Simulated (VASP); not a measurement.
Here is a VASP 6.6.1 calculation.

INCAR

```
ALGO     = Normal         # electronic algorithm
DIPOL    = 0.5 0.5 0.500
EDIFF    = 1E-6           # SCF threshold, eV
EDIFFG   = -0.02          # ionic threshold
ENCUT    = 520            # plane-wave cutoff, eV
GGA      = PE             # functional
IBRION   = 2              # ionic algorithm
IDIPOL   = 3            
ISIF     = 2              # what is computed and relaxed
ISMEAR   = -1             # smearing method
IVDW     = 13             # dispersion correction
LASPH    = T              # aspherical terms in the spheres
LCHARG   = F              # write CHGCAR
LDIPOL   = T            
LREAL    = F              # projectors in reciprocal space
LWAVE    = F              # write WAVECAR
NELM     = 100            # most SCF steps
NSW      = 40             # ionic steps
PREC     = Accurate       # precision mode
SIGMA    = 0.05           # smearing width, eV
```

The input KPOINTS:

```
k-points
0
Gamma
  5 5 1
```

File POSCAR:

```
BaS
1.0
    4.5166445648      0.0000000000      0.0000000000
    0.0000000000      4.5166445648      0.0000000000
    0.0000000000      0.0000000000     24.5812500000
Ba S
4 4
Selective dynamics
Direct
    0.5000000000      0.5000000000      0.3051106026  F F F
    0.0000000000      0.0000000000      0.4350368675  F F F
    0.5000000000      0.5000000000      0.5649631325  T T T
    0.0000000000      0.0000000000      0.6948893974  T T T
    0.0000000000      0.0000000000      0.3051106026  F F F
    0.5000000000      0.5000000000      0.4350368675  F F F
    0.0000000000      0.0000000000      0.5649631325  T T T
    0.5000000000      0.5000000000      0.6948893974  T T T
```

Potentials or basis: VASP PAW PBE potentials, release 64 (Ba_sv, S).

Launch:

```bash
$ cat potpaw_PBE.64/Ba_sv/POTCAR potpaw_PBE.64/S/POTCAR > POTCAR
$ mpirun -np 1 vasp_std > vasp.out
```

Q: Predict the dispersion energy per atom.

A: -0.193 eV.

Q: What does it give for the band gap on the k mesh?

A: 2.06 eV.

Final structure:
```
CELL_PARAMETERS angstrom
4.51664 0.00000 0.00000
0.00000 4.51664 0.00000
0.00000 0.00000 24.58125
ATOMIC_POSITIONS crystal
Ba 0.50000 0.50000 0.30511
Ba 0.00000 0.00000 0.43504
Ba 0.50000 0.50000 0.56598
Ba 0.00000 0.00000 0.69388
S 0.00000 0.00000 0.30511
S 0.50000 0.50000 0.43504
S 0.00000 0.00000 0.56645
S 0.50000 0.50000 0.69401
```

Caveat: spin-orbit coupling is left out, which moves the levels of the heavy elements.
